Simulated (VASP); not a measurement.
HfN: single point with BLYP

The system is HfN.

```
Hf N
1.0
     0.00000    2.45482    2.45482
     2.45482    0.00000    2.45482
     2.45482    2.45482    0.00000
Hf N
1 1
Direct
  0.00000 0.00000 0.00000
  0.75000 0.75000 0.75000
```

* Program: VASP 6.6.1
* Task: single point
* Functional: BLYP
* Potentials or basis: VASP PAW PBE potentials, release 64 (Hf_pv, N)
* Cutoff: 520 eV
* k mesh: 12 × 12 × 12
* Occupations: fermi-dirac, width 0.1 eV
* Spin: no spin polarisation

| Property | Result |
| --- | --- |
| Pressure | 5.8 GPa |

Levels at points of the mesh, in eV from the Fermi level:
| k point | band 3 | band 4 | band 5 | band 6 | band 7 | band 8 | band 9 | band 10 | band 11 | band 12 |
| --- | --- | --- | --- | --- | --- | --- | --- | --- | --- | --- |
| (0.00, 0.00, 0.00) | -31.10 | -16.15 | -5.52 | -5.52 | -5.52 | -0.59 | 2.12 | 2.12 | 6.47 | 6.47 |
| (0.50, 0.00, 0.00) | -31.17 | -15.09 | -5.67 | -4.93 | -4.93 | 1.47 | 2.64 | 2.64 | 4.49 | 5.12 |
| (0.50, 0.50, 0.00) | -31.26 | -14.73 | -6.87 | -3.66 | -3.66 | -1.11 | 2.17 | 3.88 | 4.53 | 4.53 |

Wall time 30 s on 1 thread of Intel(R) Xeon(R) Platinum 8375C CPU @ 2.90GHz (Ice Lake), with other jobs on the host, peak memory 0.18 GiB.

Caveat: the PAW data sets were made with another functional, which shifts forces and pressure a little; spin-orbit coupling is left out, which moves the levels of the heavy elements.
